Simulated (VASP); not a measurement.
Crystal: Ta2NbO3.

```
CELL_PARAMETERS angstrom
2.55399 1.47455 3.96776
-2.55399 1.47455 3.96776
0.00000 -2.94909 3.96776
ATOMIC_POSITIONS crystal
Ta 0.77632 0.77632 0.77632
Ta 0.22368 0.22368 0.22368
Nb 0.50000 0.50000 0.50000
O 0.00000 0.50000 0.50000
O 0.50000 0.00000 0.50000
O 0.50000 0.50000 0.00000
```

Base run:

- Program: VASP 6.6.1
- Functional: PBE
- Potentials or basis: VASP PAW PBE potentials, release 64 (Ta_sv_GW, Nb_sv, O)
- Cutoff: 600 eV
- k mesh: 6 × 6 × 6
- Occupations: gaussian, width 0.1 eV
- Spin: no spin polarisation

Its results: pressure -0.1 GPa; largest force 0.074 eV/Å.

Question: The run is repeated on the same cell with these changes: potentials or basis from VASP PAW PBE potentials, release 64 (Ta_sv_GW, Nb_sv, O) to VASP PAW PBE potentials, release 64 (Ta_pv, Nb_sv, O); cutoff from 600 eV to 520 eV; further incar settings from ALGO = Normal; EDIFF = 1e-06; NBANDS = 38 to ALGO = Normal; EDIFF = 1e-06; NBANDS = 36; valence electrons from 57 to 53. What comes out?

Answer: Pressure 0.3 GPa; largest force 0.145 eV/Å.

Caveats: an odd number of electrons without spin polarisation forces a metal; a magnetic or distorted state may lie lower.
